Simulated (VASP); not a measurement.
A run of VASP 6.6.1:

POSCAR

```
Ag
1.0
    2.9036957664      0.0000000000      0.0000000000
   -1.4518478832      2.5146742985      0.0000000000
    0.0000000000      0.0000000000      4.7478463295
Ag
2
Direct
    0.3333333333      0.6666666667      0.2500000000
    0.6666666667      0.3333333333      0.7500000000
```

INCAR.step1

```
ALGO = Normal
EDIFF = 1E-4
ENCUT = 520
GGA = PE
ISMEAR = 0
LASPH = True
LCHARG = False
LREAL = False
LWAVE = True
NBANDS = 18
NELM = 100
PREC = Accurate
SIGMA = 0.15
```

The input INCAR.step2:

```
ALGO = Normal
EDIFF = 1E-7
ENCUT = 520
ISIF = 2
ISMEAR = 0
ISTART = 1
LASPH = True
LCHARG = False
LMIXTAU = True
LREAL = False
LWAVE = False
METAGGA = R2SCAN
NBANDS = 18
NELM = 100
PREC = Accurate
SIGMA = 0.15
```

The input KPOINTS:

```
k-points
0
Gamma
  12 12 8
```

Potentials or basis: VASP PAW PBE potentials, release 64 (Ag).

Run with:

```console
$ cat potpaw_PBE.64/Ag/POTCAR > POTCAR
$ cp INCAR.step1 INCAR
$ mpirun -np 1 vasp_std > vasp.out
$ cp INCAR.step2 INCAR
$ mpirun -np 1 vasp_std > vasp.out
```

Hardware: 1 thread of Intel Xeon 6975P-C (shared host).

Task: Estimate the wall time of this run.

Result: Run time: 2 min on 1 thread of Intel Xeon 6975P-C (shared host), peak memory 0.2 GiB. Counts: k points 95.
